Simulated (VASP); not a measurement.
# AlN (P6_3mc) in VASP: further runs

Runs on AlN. Level: PBE. Tasks: single point, relaxation of the atoms.

Program: VASP 6.6.1. These are calculated values, not measurements. Logs are shortened: lines on timing, memory, paths and dates and some standing lists are left out, and cuts for length are marked.

## 1. The cell of the first run

The structure is hexagonal, space group P6_3mc (No. 186). Conventional cell: a = 3.113 Å, b = 3.113 Å, c = 4.981 Å, α = 90.00°, β = 90.00°, γ = 120.00°. Within 2.5 Å of Al (site symmetry 3m) lie 4 N at 1.89 to 1.90 Å. Within 2.5 Å of N (site symmetry 3m) lie 4 Al at 1.89 to 1.90 Å.

## 2. Single point, PBE

The input, INCAR:

```
PREC = Accurate
ENCUT = 520
EDIFF = 1E-6
ISMEAR = -1
SIGMA = 0.02
LREAL = F
LASPH = T
NELM = 100
ALGO = Normal
ISIF = 2
LWAVE = F
LCHARG = T
GGA = PE
LELF = T
LVHAR = T
NBANDS = 16
```

The input, KPOINTS:

```
regular mesh
0
Gamma
  11 11 6
```

The input, POSCAR:

```
AlN
1.0
    3.1130000000      0.0000000000      0.0000000000
   -1.5565000000      2.6959370820      0.0000000000
    0.0000000000      0.0000000000      4.9810000000
Al N
2 2
Direct
    0.3333333333      0.6666666667     -0.0009848543
    0.6666666667      0.3333333333      0.4990151457
    0.3333333333      0.6666666667      0.3809848543
    0.6666666667      0.3333333333      0.8809848543
```

Potentials or basis: VASP PAW PBE potentials, release 64 (Al, N).

Run with:

```console
> cat potpaw_PBE.64/Al/POTCAR potpaw_PBE.64/N/POTCAR > POTCAR
> mpirun -np 1 vasp_std > vasp.out
```

OUTCAR:

```text
PREC = Accurate
   ENCUT = 520
   EDIFF = 1E-6
   ISMEAR = -1
   LREAL = F
   LASPH = T
   NELM = 100
   ISIF = 2
   GGA = PE

 ion  position               nearest neighbor table
   1  0.333  0.667  0.999-   4 1.89   4 1.89   4 1.89   3 1.90   2 3.07   2 3.07   2 3.07   2 3.07
                             2 3.07   2 3.07
   2  0.667  0.333  0.499-   3 1.89   3 1.89   3 1.89   4 1.90   1 3.07   1 3.07   1 3.07   1 3.07
                             1 3.07   1 3.07
   3  0.333  0.667  0.381-   2 1.89   2 1.89   2 1.89   1 1.90
   4  0.667  0.333  0.881-   1 1.89   1 1.89   1 1.89   2 1.90

  LATTYP: Found a hexagonal cell.
 ALAT       =     3.1130000000
 C/A-ratio  =     1.6000642467

  Lattice vectors:

 A1 = (   3.1130000000,   0.0000000000,   0.0000000000)
 A2 = (  -1.5565000000,   2.6959370820,   0.0000000000)
 A3 = (   0.0000000000,   0.0000000000,   4.9810000000)

Analysis of symmetry for initial positions (statically):
=====================================================================
 Subroutine PRICEL returns:
 Original cell was already a primitive cell.

 Routine SETGRP: Setting up the symmetry group for a
 hexagonal supercell.

 Subroutine GETGRP returns: Found 12 space group operations
 (whereof  6 operations were pure point group operations)
 out of a pool of 24 trial point group operations.

The static configuration has the point symmetry C_3v.
 The point group associated with its full space group is C_6v.

Analysis of symmetry for dynamics (positions and initial velocities):
=====================================================================
 Subroutine PRICEL returns:
 Original cell was already a primitive cell.

 Routine SETGRP: Setting up the symmetry group for a
 hexagonal supercell.

 Subroutine GETGRP returns: Found 12 space group operations
 (whereof  6 operations were pure point group operations)
 out of a pool of 24 trial point group operations.

The dynamic configuration has the point symmetry C_3v.
 The point group associated with its full space group is C_6v.

 Subroutine INISYM returns: Found 12 space group operations
 (whereof  6 operations are pure point group operations),
 and found     1 'primitive' translations

----------------------------------------------------------------------------------------

                                     Primitive cell

  volume of cell :      41.8028
[... 88 lines left out ...]
   LNONCOLLINEAR =      F non collinear calculations
   LSORBIT =      F    spin-orbit coupling
   LASPH  =      T    aspherical Exc in radial PAW
   ENCUT  =  520.0 eV  38.22 Ry    6.18 a.u.   5.79  5.79  9.26*2*pi/ulx,y,z
   NELM   =    100;   NELMIN=  2; NELMDL= -5     # of ELM steps
   EDIFF  = 0.1E-05   stopping-criterion for ELM
   LREAL  =      F    real-space projection
   EDIFFG = 0.1E-04   stopping-criterion for IOM
   NSW    =      0    number of steps for IOM
   IBRION =     -1    ionic relax: 0-MD 1-quasi-New 2-CG
   NFREE  =      0    steps in history (QN), initial steepest desc. (CG)
   ISIF   =      2    stress and relaxation
   ISYM   =      2    0-nonsym 1-usesym 2-fastsym
   POTIM  = 0.5000    time-step for ionic-motion
   TEBEG  =    0.0;   TEEND  =   0.0 temperature during run
   PSTRESS=    0.0 pullay stress
   NELECT =      16.0000    total number of electrons
   NUPDOWN=      -1.0000    fix difference up-down
   EMIN   =  10.00;   EMAX   =-10.00  energy-range for DOS
   EFERMI =   0.00;   METHOD = LEGACY
   ISMEAR =    -1;   SIGMA  =   0.02  broadening in eV -4-tet -1-fermi 0-gaus
   EFERMI_NEDOS =   21; number of points for ismear=-14 and -15
   IALGO  =     38    algorithm
   IMIX   =      4    mixing-type and parameters
     AMIX     =   0.40;   BMIX     =  1.00
     AMIX_MAG =   1.60;   BMIX_MAG =  1.00
  volume/ion in A,a.u.               =      10.45        70.52
  Fermi-wavevector in a.u.,A,eV,Ry     =   1.188629  2.246183 19.222843  1.412839
  Thomas-Fermi vector in A             =   2.324754
   LORBIT       =      0    0 simple, 1 ext, 2 COOP (PROOUT), +10 PAW based schemes
   GGA     = PE    functional components
   LHFCALC =     F    Hartree Fock is set to
   AEXX    =    0.0000 exact exchange contribution
   IVDW    =     0    specifies the selected vdW correction
   LEPSILON=     F    determine dielectric tensor
   LRPA    =     F    only Hartree local field effects (RPA)
 non-spin polarized calculation
  energy-cutoff  :      520.00
  volume of cell :       41.80
 maximum number of plane-waves:      1138
 NGX is ok and might be reduce to    24
   NGX = 11   NGY = 11   NGZ = 19

 number of electron      15.9999997 magnetization

 Free energy of the ion-electron system (eV)
  ---------------------------------------------------
  ext. energy  EPLUGINS =         0.00000000
  ---------------------------------------------------
  free energy    TOTEN  =       -29.77255221 eV

  energy without entropy =      -29.77255221  energy(sigma->0) =      -29.77255221

 E-fermi :   6.5965     XC(G=0): -10.9068

 val. band max:        6.1530645965   @ k =   0.0000   0.0000   0.0000
 cond. band min:      10.3471975896   @ k =   0.0000   0.0000   0.0000
 fundamental gap:      4.1941329931
 Fermi energy:         6.5965004325

 k-point     1 :       0.0000    0.0000    0.0000
  band No.  band energies     occupation
      1      -9.0375      2.00000
      2      -6.8906      2.00000
      3       0.1598      2.00000
      4       5.2762      2.00000
      5       5.2762      2.00000
      6       5.9284      2.00000
[... 433 lines left out ...]
      3       1.1897      2.00000
      4       3.1188      2.00000
      5       3.5172      2.00000
      6       4.6303      2.00000
[... 8 lines left out ...]
     15      18.5609      0.00000
     16      19.6332      0.00000

 [... further k-points ...]
[... 5 lines left out ...]
  --------------------------------------------------------------------------------------
  -------------------------------------------------------------------------------------
  Total        0.8694248      0.8694248      0.9426763      0.0000000      0.0000000      0.0000000
  in kB       33.3224687     33.3224687     36.1299845      0.0000000      0.0000000      0.0000000
  external PRESSURE =      34.2583073 kB  Pullay stress =       0.0000000 kB

 VOLUME and BASIS-vectors are now :
 -----------------------------------------------------------------------------
  energy-cutoff  :      520.00
  volume of cell :       41.80
      direct lattice vectors                 reciprocal lattice vectors
     3.113000000  0.000000000  0.000000000     0.321233537  0.185464269  0.000000000
    -1.556500000  2.695937082  0.000000000     0.000000000  0.370928538  0.000000000
     0.000000000  0.000000000  4.981000000     0.000000000  0.000000000  0.200762899

 POSITION                                       TOTAL-FORCE (eV/Angst)
 -----------------------------------------------------------------------------------
     -0.00000      1.79729      4.97609        -0.000000      0.000000     -0.001563
      1.55650      0.89865      2.48559         0.000000      0.000000     -0.001563
     -0.00000      1.79729      1.89769         0.000000     -0.000000      0.001563
      1.55650      0.89865      4.38819        -0.000000      0.000000      0.001563
 -----------------------------------------------------------------------------------
    total drift:                               -0.000000      0.000000      0.000409

  FREE ENERGIE OF THE ION-ELECTRON SYSTEM (eV)
  ---------------------------------------------------
  free  energy   TOTEN  =       -29.7725522070 eV

  energy  without entropy=      -29.7725522070  energy(sigma->0) =      -29.77255221
```

OSZICAR:

```text
N       E                     dE             d eps       ncg     rms          rms(c)
DAV:   1     0.421635247064E+02    0.42164E+02   -0.73743E+03  2048   0.901E+02
DAV:   2    -0.309745404264E+02   -0.73138E+02   -0.67093E+02  2856   0.187E+02
DAV:   3    -0.344958445969E+02   -0.35213E+01   -0.35108E+01  2552   0.426E+01
DAV:   4    -0.345171440813E+02   -0.21299E-01   -0.21298E-01  2568   0.376E+00
DAV:   5    -0.345174220145E+02   -0.27793E-03   -0.27793E-03  2552   0.434E-01    0.122E+01
DAV:   6    -0.297603242831E+02    0.47571E+01   -0.10665E+01  2448   0.237E+01    0.416E+00
DAV:   7    -0.297842972271E+02   -0.23973E-01   -0.67777E-01  2184   0.580E+00    0.295E+00
DAV:   8    -0.297770664897E+02    0.72307E-02   -0.60421E-02  2288   0.226E+00    0.597E-01
DAV:   9    -0.297720032643E+02    0.50632E-02   -0.12231E-02  2712   0.817E-01    0.247E-01
DAV:  10    -0.297726327954E+02   -0.62953E-03   -0.23211E-03  2240   0.301E-01    0.133E-01
DAV:  11    -0.297725492553E+02    0.83540E-04   -0.18000E-04  2344   0.103E-01    0.331E-02
DAV:  12    -0.297725523882E+02   -0.31329E-05   -0.11948E-05  2312   0.275E-02    0.724E-03
DAV:  13    -0.297725522070E+02    0.18118E-06   -0.43269E-06  2328   0.160E-02
   1 F= -.29772552E+02 E0= -.29772552E+02  d E =-.496907E-12
```

stdout:

```text
POSCAR found type information on POSCAR AlN
 POSCAR found :  2 types and       4 ions
 scaLAPACK will be used
 LDA part: xc-table for (Slater+PW92), standard interpolation
 POSCAR, INCAR and KPOINTS ok, starting setup
 FFT: planning ... GRIDC
 FFT: planning ... GRID_SOFT
 FFT: planning ... GRID
 WAVECAR not read
 entering main loop
```

It took 49 s on 1 thread of AMD EPYC 7R13 (Zen 3), shared host; peak memory 0.14 GiB.

What came out:

| Property | Result |
| --- | --- |
| Free energy | -29.7726 eV |
| Pressure | 3.4 GPa |
| Band gap on the k mesh | 4.19 eV, direct |

Levels at points of the mesh, in eV from the valence-band top:
```csv
k point,band 4,band 5,band 6,band 7,band 8,band 9,band 10,band 11,band 12,band 13
"(0.00, 0.00, 0.00)",-0.88,-0.88,-0.22,-0.22,0.00,4.19,6.64,10.61,11.13,11.13
"(0.00, 0.00, 0.50)",-3.33,-0.56,-0.56,-0.56,-0.56,6.45,6.45,10.31,10.31,11.45
```

## 3. Relaxation of the atoms, PBE

Changes to INCAR since step 2:

```diff
@@ -11,6 +11,6 @@
 LWAVE = F
-LCHARG = T
+LCHARG = F
 GGA = PE
-LELF = T
-LVHAR = T
-NBANDS = 16
+IBRION = 2
+NSW = 80
+EDIFFG = -0.02
```

The input, KPOINTS:

```
Automatic mesh
0
Gamma
  11 11 6
```

The input, POSCAR:

```
AlN
1.0
    3.1130000000      0.0000000000      0.0000000000
   -1.5565000000      2.6959370820      0.0000000000
    0.0000000000      0.0000000000      4.9810000000
Al N
2 2
Direct
    0.3333333333      0.6666666667      0.0000000000
    0.6666666667      0.3333333333      0.5000000000
    0.3333333333      0.6666666667      0.3800000000
    0.6666666667      0.3333333333      0.8800000000
```

Potentials or basis: VASP PAW PBE potentials, release 64 (Al, N).

Run with:

```console
> cat potpaw_PBE.64/Al/POTCAR potpaw_PBE.64/N/POTCAR > POTCAR
> mpirun -np 1 vasp_std > vasp.out
```

Wall time 67 s (1 thread of AMD EPYC 7R13 (Zen 3), shared host); peak memory 0.14 GiB.

It converged, with:

| Quantity | Value |
| --- | --- |
| Free energy | -29.7726 eV |
| Energy gained by relaxing | 0.3 meV/atom |
| Ionic steps | 3 |
| Pressure after relaxing | 3.4 GPa |
| Band gap on the k mesh | 4.19 eV, direct |

Stress tensor (GPa, compression positive):
```
3.32 0.00 0.00
0.00 3.32 0.00
0.00 0.00 3.59
```

The path:
| step | energy change (eV) | largest force (eV/Å) | pressure (GPa) |
| --- | --- | --- | --- |
| 1 | 0.0000 | 0.1289 | 3.47 |
| 2 | -0.0012 | 0.0317 | 3.40 |
| 3 | -0.0013 | 0.0013 | 3.41 |

Final structure:
```
Al N
1.0
     3.11300    0.00000    0.00000
    -1.55650    2.69594    0.00000
     0.00000    0.00000    4.98100
Al N
2 2
Direct
  0.33333 0.66667 0.99900
  0.66667 0.33333 0.49900
  0.33333 0.66667 0.38100
  0.66667 0.33333 0.88100
```

Levels at points of the mesh, in eV from the valence-band top:
```tsv
k point	band 4	band 5	band 6	band 7	band 8	band 9	band 10	band 11	band 12
(0.00, 0.00, 0.00)	-0.88	-0.88	-0.23	-0.23	0.00	4.19	6.64	10.61	11.13
(0.00, 0.00, 0.50)	-3.33	-0.56	-0.56	-0.56	-0.56	6.45	6.45	10.31	10.31
```

A k mesh can miss the band edges.

[end of part 1 of 2]
